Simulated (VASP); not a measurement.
# Hf2SiO6 in VASP: notebook

The runs below take Hf2SiO6 through single point, with PBE.

All numbers are computed with VASP 6.6.1; they aren't measurements. Logs are shortened: lines on timing, memory, paths and dates and some standing lists are left out, and cuts for length are marked.

### 1 The cell of the first run

The typed cell holds 9 atoms: a = 5.741 Å, b = 5.752 Å, c = 6.410 Å, α = 90.07°, β = 89.93°, γ = 62.96°.

### 2 Single point, PBE

Input file INCAR:

```
SYSTEM = Hf2SiO6
ALGO = Normal ; EDIFF = 1E-7
ENCUT = 520 ; GGA = PE
ISIF = 2 ; ISMEAR = 0
LASPH = .True. ; LCHARG = .False.
LREAL = .False. ; LWAVE = .False.
NBANDS = 40 ; NELM = 80
PREC = Accurate ; SIGMA = 0.1
```

Input file KPOINTS:

```
k-points
0
Gamma
  4 4 2
  0 0 0
```

Input file POSCAR:

```
Hf2SiO6
1.0
   -4.8971645754      2.9953060208     -0.0337731692
   -4.9038686614     -3.0065535729     -0.0409873788
   -0.0487437774      0.0076241494      6.4101291872
Hf Si O
2 1 6
Direct
    1.0001837093      0.4973147044      0.8209420625
    0.5006858731      0.0007416437      0.1795337813
    0.4992623532      0.5016784046      0.4997640625
    0.2446312681      0.5593745683      0.6457346120
    0.2025121963      0.1982553550     -0.0010356714
    0.5609350904      0.2512751917      0.3480548940
    0.8000705845      0.7956728508      1.0013058275
    0.4388753812      0.7587058149      0.3573166900
    0.7528435439      0.4369814666      0.6483837414
```

Potentials or basis: VASP PAW PBE potentials, release 64 (Hf_pv, Si, O).

On the command line:

```
$ cat potpaw_PBE.64/Hf_pv/POTCAR potpaw_PBE.64/Si/POTCAR potpaw_PBE.64/O/POTCAR > POTCAR
$ mpirun -np 1 vasp_std > vasp.out
```

OUTCAR:

```text
SYSTEM = Hf2SiO6
   EDIFF = 1E-7
   ENCUT = 520
   GGA = PE
   ISIF = 2
   ISMEAR = 0
   LASPH = .True.
   LREAL = .False.
   NELM = 80
   PREC = Accurate

 ion  position               nearest neighbor table
   1  0.000  0.497  0.821-   7 1.95   5 1.95   4 1.95   9 1.95   2 3.78   2 3.78
   2  0.501  0.001  0.180-   7 1.95   5 1.95   6 1.95   8 1.95   1 3.78   1 3.78
   3  0.499  0.502  0.500-   9 1.64   4 1.64   6 1.64   8 1.64
   4  0.245  0.559  0.646-   3 1.64   1 1.95
   5  0.203  0.198  0.999-   2 1.95   1 1.95
   6  0.561  0.251  0.348-   3 1.64   2 1.95
   7  0.800  0.796  0.001-   2 1.95   1 1.95
   8  0.439  0.759  0.357-   3 1.64   2 1.95
   9  0.753  0.437  0.648-   3 1.64   1 1.95

  LATTYP: Found a triclinic cell.
 ALAT       =     5.7523014699
 B/A-ratio  =     2.0359364094
 C/A-ratio  =     1.0433854528
 COS(alpha) =     0.0005986108
 COS(beta)  =     0.5236297904
 COS(gamma) =     0.7133048194

  Lattice vectors:

 A1 = (   4.9038686614,   3.0065535729,   0.0409873788)
 A2 = (   9.8497770142,   0.0036234027,  -6.3353686392)
 A3 = (   0.0067040860,   6.0018595937,   0.0072142096)

Analysis of symmetry for initial positions (statically):
=====================================================================
 Subroutine PRICEL returns:
 Original cell was already a primitive cell.

 Routine SETGRP: Setting up the symmetry group for a
 triclinic supercell.

 Subroutine GETGRP returns: Found  1 space group operations
 (whereof  1 operations were pure point group operations)
 out of a pool of  2 trial point group operations.

The static configuration has the point symmetry C_1 .

Analysis of symmetry for dynamics (positions and initial velocities):
=====================================================================
 Subroutine PRICEL returns:
 Original cell was already a primitive cell.

 Routine SETGRP: Setting up the symmetry group for a
 triclinic supercell.

 Subroutine GETGRP returns: Found  1 space group operations
 (whereof  1 operations were pure point group operations)
 out of a pool of  2 trial point group operations.

The dynamic configuration has the point symmetry C_1 .

 Subroutine INISYM returns: Found  1 space group operations
 (whereof  1 operations are pure point group operations),
 and found     1 'primitive' translations

----------------------------------------------------------------------------------------

                                     Primitive cell

  volume of cell :     188.5465

  direct lattice vectors                    reciprocal lattice vectors
    -4.897164575  2.995306021 -0.033773169    -0.102213955  0.166730373 -0.000975561
    -4.903868661 -3.006553573 -0.040987379    -0.101834589 -0.166500585 -0.000576334
    -0.048743777  0.007624149  6.410129187    -0.001189683 -0.000186176  0.155994271

  length of vectors
     5.740663695  5.752301470  6.410319047     0.195570094  0.195174436  0.155998919

  position of ions in fractional coordinates (direct lattice)
     0.000183709  0.497314704  0.820942063
     0.500685873  0.000741644  0.179533781
     0.499262353  0.501678405  0.499764062
     0.244631268  0.559374568  0.645734612
     0.202512196  0.198255355  0.998964329
     0.560935090  0.251275192  0.348054894
     0.800070584  0.795672851  0.001305827
     0.438875381  0.758705815  0.357316690
     0.752843544  0.436981467  0.648383741

  ion indices of the primitive-cell ions
   primitive index   ion index
                 1           1
                 2           2
                 3           3
                 4           4
                 5           5
                 6           6
                 7           7
                 8           8
                 9           9

----------------------------------------------------------------------------------------

 KPOINTS: k-points

Automatic generation of k-mesh.
 Grid dimensions read from file:
 generate k-points for:    4    4    2

 Generating k-lattice:

  Cartesian coordinates                     Fractional coordinates (reciprocal lattice)
    -0.025553489  0.041682593 -0.000243890     0.250000000 -0.000000000 -0.000000000
    -0.025458647 -0.041625146 -0.000144084     0.000000000  0.250000000 -0.000000000
    -0.000594842 -0.000093088  0.077997136     0.000000000  0.000000000  0.500000000

  Length of vectors
     0.048892524  0.048793609  0.077999459

  Shift w.r.t. Gamma in fractional coordinates (k-lattice)
     0.000000000  0.000000000  0.000000000

 Subroutine IBZKPT returns following result:
 ===========================================

 Found     20 irreducible k-points:

 Following reciprocal coordinates:
            Coordinates               Weight
  0.000000  0.000000  0.000000      1.000000
  0.250000  0.000000  0.000000      2.000000
  0.500000  0.000000  0.000000      1.000000
  0.000000  0.250000  0.000000      2.000000
  0.250000  0.250000  0.000000      2.000000
  0.500000  0.250000  0.000000      2.000000
[... 12 lines left out ...]
  0.250000  0.500000  0.500000      2.000000
  0.500000  0.500000  0.500000      1.000000
   k-points           NKPTS =     20   k-points in BZ     NKDIM =     20   number of bands    NBANDS=     40
   number of dos      NEDOS =    301   number of ions     NIONS =      9
   total plane-waves  NPLWV = 110592
   dimension x,y,z NGX =    48 NGY =   48 NGZ =   48
   dimension x,y,z NGXF=    96 NGYF=   96 NGZF=   96
   ions per type =               2   1   6
   NGX,Y,Z   is equivalent  to a cutoff of  13.90, 13.87, 12.45 a.u.
   NGXF,Y,Z  is equivalent  to a cutoff of  27.80, 27.74, 24.90 a.u.
 SYSTEM =  Hf2SiO6
   PREC   = accura    normal or accurate (medium, high low for compatibility)
   ISTART =      0    job   : 0-new  1-cont  2-samecut
   ICHARG =      2    charge: 1-file 2-atom 10-const
   ISPIN  =      1    spin polarized calculation?
   LNONCOLLINEAR =      F non collinear calculations
   LSORBIT =      F    spin-orbit coupling
   LASPH  =      T    aspherical Exc in radial PAW
   ENCUT  =  520.0 eV  38.22 Ry    6.18 a.u.  10.67 10.70 11.92*2*pi/ulx,y,z
   NELM   =     80;   NELMIN=  2; NELMDL= -5     # of ELM steps
   EDIFF  = 0.1E-06   stopping-criterion for ELM
   LREAL  =      F    real-space projection
   EDIFFG = 0.1E-05   stopping-criterion for IOM
   NSW    =      0    number of steps for IOM
   IBRION =     -1    ionic relax: 0-MD 1-quasi-New 2-CG
   NFREE  =      0    steps in history (QN), initial steepest desc. (CG)
   ISIF   =      2    stress and relaxation
   ISYM   =      2    0-nonsym 1-usesym 2-fastsym
   POTIM  = 0.5000    time-step for ionic-motion
   TEBEG  =    0.0;   TEEND  =   0.0 temperature during run
   PSTRESS=    0.0 pullay stress
   NELECT =      60.0000    total number of electrons
   NUPDOWN=      -1.0000    fix difference up-down
   EMIN   =  10.00;   EMAX   =-10.00  energy-range for DOS
   EFERMI =   0.00;   METHOD = LEGACY
   ISMEAR =     0;   SIGMA  =   0.10  broadening in eV -4-tet -1-fermi 0-gaus
   EFERMI_NEDOS =   21; number of points for ismear=-14 and -15
   IALGO  =     38    algorithm
   IMIX   =      4    mixing-type and parameters
     AMIX     =   0.40;   BMIX     =  1.00
     AMIX_MAG =   1.60;   BMIX_MAG =  1.00
  volume/ion in A,a.u.               =      20.95       141.37
  Fermi-wavevector in a.u.,A,eV,Ry     =   1.117684  2.112117 16.996640  1.249218
  Thomas-Fermi vector in A             =   2.254309
   LORBIT       =      0    0 simple, 1 ext, 2 COOP (PROOUT), +10 PAW based schemes
   GGA     = PE    functional components
   LHFCALC =     F    Hartree Fock is set to
   AEXX    =    0.0000 exact exchange contribution
   IVDW    =     0    specifies the selected vdW correction
   LEPSILON=     F    determine dielectric tensor
   LRPA    =     F    only Hartree local field effects (RPA)
 non-spin polarized calculation
 Gauss-broadening in eV      SIGMA  =   0.10
  energy-cutoff  :      520.00
  volume of cell :      188.55
 maximum number of plane-waves:      5092
 NGX is ok and might be reduce to    48
   NGX = 21   NGY = 21   NGZ = 23

 number of electron      59.9999996 magnetization

 Free energy of the ion-electron system (eV)
  ---------------------------------------------------
  ext. energy  EPLUGINS =         0.00000000
  ---------------------------------------------------
  free energy    TOTEN  =       -83.27464897 eV

  energy without entropy =      -83.27464897  energy(sigma->0) =      -83.27464897

 E-fermi :  -1.4208     XC(G=0):  -7.4914

 val. band max:       -1.8616071787   @ k =   0.0000   0.5000   0.0000
 cond. band min:       2.7439560482   @ k =   0.0000   0.0000   0.0000
 fundamental gap:      4.6055632269
 Fermi energy:        -1.4208022250

 k-point     1 :       0.0000    0.0000    0.0000
  band No.  band energies     occupation
      1     -30.5854      2.00000
      2     -30.5484      2.00000
      3     -30.5185      2.00000
      4     -30.5108      2.00000
      5     -30.4396      2.00000
      6     -30.3861      2.00000
[... 32 lines left out ...]
     39       6.2391      0.00000
     40       6.5089      0.00000

 k-point     2 :       0.2500    0.0000    0.0000
  band No.  band energies     occupation
      1     -30.5805      2.00000
      2     -30.5542      2.00000
      3     -30.5179      2.00000
      4     -30.5123      2.00000
      5     -30.4312      2.00000
      6     -30.3937      2.00000
[... 32 lines left out ...]
     39       6.2049      0.00000
     40       6.3797      0.00000

 k-point     3 :       0.5000    0.0000    0.0000
  band No.  band energies     occupation
      1     -30.5683      2.00000
      2     -30.5673      2.00000
      3     -30.5158      2.00000
      4     -30.5153      2.00000
      5     -30.4129      2.00000
      6     -30.4112      2.00000
[... 32 lines left out ...]
     39       5.6963      0.00000
     40       5.9659      0.00000

 k-point     4 :       0.0000    0.2500    0.0000
  band No.  band energies     occupation
      1     -30.5805      2.00000
      2     -30.5542      2.00000
      3     -30.5180      2.00000
      4     -30.5122      2.00000
      5     -30.4312      2.00000
      6     -30.3937      2.00000
[... 32 lines left out ...]
     39       6.2049      0.00000
     40       6.3796      0.00000
[... 600 lines left out ...]
     39       6.2221      0.00000
     40       6.3153      0.00000

 k-point    19 :       0.2500    0.5000    0.5000
  band No.  band energies     occupation
      1     -30.5809      2.00000
      2     -30.5534      2.00000
      3     -30.5181      2.00000
      4     -30.5138      2.00000
      5     -30.4315      2.00000
      6     -30.3933      2.00000
[... 32 lines left out ...]
     39       5.8670      0.00000
     40       6.0452      0.00000

 k-point    20 :       0.5000    0.5000    0.5000
  band No.  band energies     occupation
      1     -30.5853      2.00000
      2     -30.5464      2.00000
      3     -30.5188      2.00000
      4     -30.5131      2.00000
      5     -30.4409      2.00000
      6     -30.3868      2.00000
[... 32 lines left out ...]
     39       5.8449      0.00000
     40       5.9015      0.00000

------------------------ aborting loop because EDIFF is reached ----------------------------------------

  FORCE on cell =-STRESS in cart. coord.  units (eV):
  Direction    XX          YY          ZZ          XY          YZ          ZX
  --------------------------------------------------------------------------------------
  -------------------------------------------------------------------------------------
  Total       -0.9527719     -0.7923991     -0.8172547     -0.0664046     -0.0141921     -0.0412849
  in kB       -8.0961962     -6.7334252     -6.9446361     -0.5642740     -0.1205975     -0.3508191
  external PRESSURE =      -7.2580858 kB  Pullay stress =       0.0000000 kB

 VOLUME and BASIS-vectors are now :
 -----------------------------------------------------------------------------
  energy-cutoff  :      520.00
  volume of cell :      188.55
      direct lattice vectors                 reciprocal lattice vectors
    -4.897164575  2.995306021 -0.033773169    -0.102213955  0.166730373 -0.000975561
    -4.903868661 -3.006553573 -0.040987379    -0.101834589 -0.166500585 -0.000576334
    -0.048743777  0.007624149  6.410129187    -0.001189683 -0.000186176  0.155994271

 POSITION                                       TOTAL-FORCE (eV/Angst)
 -----------------------------------------------------------------------------------
     -2.47968     -1.48839      5.24195        -0.000825      0.001239     -0.016929
     -2.46433      1.49885      1.13389         0.001191      0.000176      0.018049
     -4.92950     -0.00907      3.16613         0.001433     -0.001935     -0.002269
     -3.97257     -0.94412      4.10805         0.142960     -0.051974      0.107523
     -2.01265      0.01814      6.38852        -0.070372     -0.003772     -0.000834
     -3.99618      0.92735      2.20183         0.148288      0.054304     -0.098431
     -7.82002      0.00423     -0.05126         0.066101     -0.000662     -0.001089
     -5.88726     -0.96380      2.24453        -0.141710     -0.049372     -0.111634
     -5.86130      0.94613      4.11289        -0.147066      0.051996      0.105615
 -----------------------------------------------------------------------------------
    total drift:                                0.000096     -0.000159      0.001446

  FREE ENERGIE OF THE ION-ELECTRON SYSTEM (eV)
  ---------------------------------------------------
  free  energy   TOTEN  =       -83.2746489673 eV

  energy  without entropy=      -83.2746489673  energy(sigma->0) =      -83.27464897
```

Wall time 5.2 min (1 thread of Oxide Virtual Turin-like, shared host); peak memory 0.36 GiB.

What came out:

```
Free energy            : -83.2746 eV
Pressure               : -0.7 GPa
Largest force          : 0.188 eV/Å
Band gap on the k mesh : 4.61 eV (least direct gap 4.78 eV)
```

Forces in eV/Å, atoms in the order of the input:
```
Hf  -0.001  0.001 -0.017
Hf   0.001  0.000  0.018
Si   0.001 -0.002 -0.002
O    0.143 -0.052  0.108
O   -0.070 -0.004 -0.001
O    0.148  0.054 -0.098
O    0.066 -0.001 -0.001
O   -0.142 -0.049 -0.112
O   -0.147  0.052  0.106
```

Caveat: the k points lie up to 0.49 Å⁻¹ apart; spin-orbit coupling is left out, which moves the levels of the heavy elements.

### 3 Single point, PBE

Input file INCAR:

```
SYSTEM = Hf2SiO6
  ALGO = Normal
  EDIFF = 1E-6
  ENCUT = 520
  GGA = PE
  ISIF = 2
  ISMEAR = 0
  LASPH = .True.
  LCHARG = .False.
  LREAL = .False.
  LWAVE = .False.
  NBANDS = 40
  NELM = 60
  PREC = Accurate
  SIGMA = 0.02
```

Input file KPOINTS:

```
k-points
0
Gamma
  6 6 4
  0 0 0
```

Input file POSCAR:

```
Hf2SiO6
1.0
    4.8926584561     -3.0014276324      0.0318259996
    4.8926584561      3.0014276324      0.0318259996
   -0.0558123030      0.0000000000      6.4125854283
Hf Si O
2 1 6
Direct
    0.0006849203      0.5008606129      0.8210069415
    0.4991393871      0.9993150797      0.1789930585
    0.5001055846      0.4998944154      0.5000000000
    0.7554352090      0.4402715766      0.6453699409
    0.7988292390      0.7993398624      0.0004384096
    0.4377281347      0.7523110357      0.3508847051
    0.2006601376      0.2011707610      0.9995615904
    0.5597284234      0.2445647910      0.3546300591
    0.2476889643      0.5622718653      0.6491152949
```

Potentials or basis: VASP PAW PBE potentials, release 64 (Hf_pv, Si, O).

On the command line:

```
$ cat potpaw_PBE.64/Hf_pv/POTCAR potpaw_PBE.64/Si/POTCAR potpaw_PBE.64/O/POTCAR > POTCAR
$ mpirun -np 1 vasp_std > vasp.out
```

OUTCAR:

```text
SYSTEM = Hf2SiO6
   EDIFF = 1E-6
   ENCUT = 520
   GGA = PE
   ISIF = 2
   ISMEAR = 0
   LASPH = .True.
   LREAL = .False.
   NELM = 60
   PREC = Accurate

 ion  position               nearest neighbor table
   1  0.001  0.501  0.821-   5 1.95   7 1.95   4 1.95   9 1.95   2 3.78   2 3.78
   2  0.499  0.999  0.179-   7 1.95   5 1.95   8 1.95   6 1.95   1 3.78   1 3.78
   3  0.500  0.500  0.500-   9 1.64   6 1.64   8 1.64   4 1.64
   4  0.755  0.440  0.645-   3 1.64   1 1.95
   5  0.799  0.799  0.000-   1 1.95   2 1.95
   6  0.438  0.752  0.351-   3 1.64   2 1.95
   7  0.201  0.201  1.000-   2 1.95   1 1.95
   8  0.560  0.245  0.355-   3 1.64   2 1.95
[... 1252 lines left out ...]
  external PRESSURE =      -6.1645788 kB  Pullay stress =       0.0000000 kB

 VOLUME and BASIS-vectors are now :
 -----------------------------------------------------------------------------
  energy-cutoff  :      520.00
  volume of cell :      188.35
      direct lattice vectors                 reciprocal lattice vectors
     4.892658456 -3.001427632  0.031826000     0.102188145 -0.166587391  0.000889400
     4.892658456  3.001427632  0.031826000     0.102188145  0.166587391  0.000889400
    -0.055812303  0.000000000  6.412585428    -0.001014330  0.000000000  0.155934513

 POSITION                                       TOTAL-FORCE (eV/Angst)
 -----------------------------------------------------------------------------------
      2.40807      1.50124      5.28074        -0.000130      0.000014     -0.016023
      7.32144      1.50124      1.19550         0.000130      0.000014      0.016023
      4.86475     -0.00063      3.23812         0.000000     -0.000716     -0.000000
      5.81417     -0.94594      4.17654         0.139079     -0.054994      0.107304
      7.81927      0.00153      0.05367        -0.070146      0.000199     -0.001026
      5.80287      0.94420      2.28795         0.142479      0.055138     -0.103803
      1.91023      0.00153      6.42256         0.070146      0.000199      0.001026
      3.91534     -0.94594      2.29969        -0.139079     -0.054994     -0.107304
      3.92663      0.94420      4.18829        -0.142479      0.055138      0.103803
 -----------------------------------------------------------------------------------
    total drift:                               -0.000000      0.000003     -0.000000

  FREE ENERGIE OF THE ION-ELECTRON SYSTEM (eV)
  ---------------------------------------------------
  free  energy   TOTEN  =       -83.2756776611 eV

  energy  without entropy=      -83.2756776611  energy(sigma->0) =      -83.27567766
```

It took 11 min on 1 thread of Oxide Virtual Turin-like, shared host; peak memory 0.47 GiB.

What came out:

* Free energy: -83.2757 eV
* Pressure: -0.6 GPa
* Largest force: 0.185 eV/Å
* Band gap on the k mesh: 4.61 eV (least direct gap 4.78 eV)

Forces on the atoms (eV/Å):
```
Hf   0.000  0.000 -0.016
Hf   0.000  0.000  0.016
Si   0.000 -0.001  0.000
O    0.139 -0.055  0.107
O   -0.070  0.000 -0.001
O    0.142  0.055 -0.104
O    0.070  0.000  0.001
O   -0.139 -0.055 -0.107
O   -0.142  0.055  0.104
```

Levels at points of the mesh, in eV from the valence-band top:
| k point | band 26 | band 27 | band 28 | band 29 | band 30 | band 31 | band 32 | band 33 | band 34 | band 35 |
| --- | --- | --- | --- | --- | --- | --- | --- | --- | --- | --- |
| (0.00, 0.00, 0.00) | -0.78 | -0.63 | -0.31 | -0.22 | -0.17 | 4.61 | 5.67 | 6.21 | 6.45 | 6.53 |
| (0.50, 0.00, 0.00) | -1.08 | -0.84 | -0.66 | -0.10 | 0.00 | 6.10 | 6.26 | 6.37 | 6.64 | 6.70 |
| (0.50, 0.50, 0.00) | -0.86 | -0.51 | -0.50 | -0.42 | -0.12 | 5.70 | 6.03 | 6.17 | 6.41 | 7.05 |
| (0.00, 0.00, 0.50) | -1.08 | -0.42 | -0.04 | 0.00 | 0.00 | 5.55 | 5.83 | 6.00 | 6.12 | 6.73 |
| (0.50, 0.00, 0.50) | -0.82 | -0.78 | -0.40 | -0.40 | -0.16 | 6.01 | 6.31 | 6.31 | 6.52 | 7.06 |
| (0.50, 0.50, 0.50) | -0.99 | -0.55 | -0.47 | -0.31 | -0.22 | 5.70 | 5.91 | 6.47 | 6.79 | 7.06 |

Caveat: spin-orbit coupling is left out, which moves the levels of the heavy elements. A k mesh can miss the band edges.
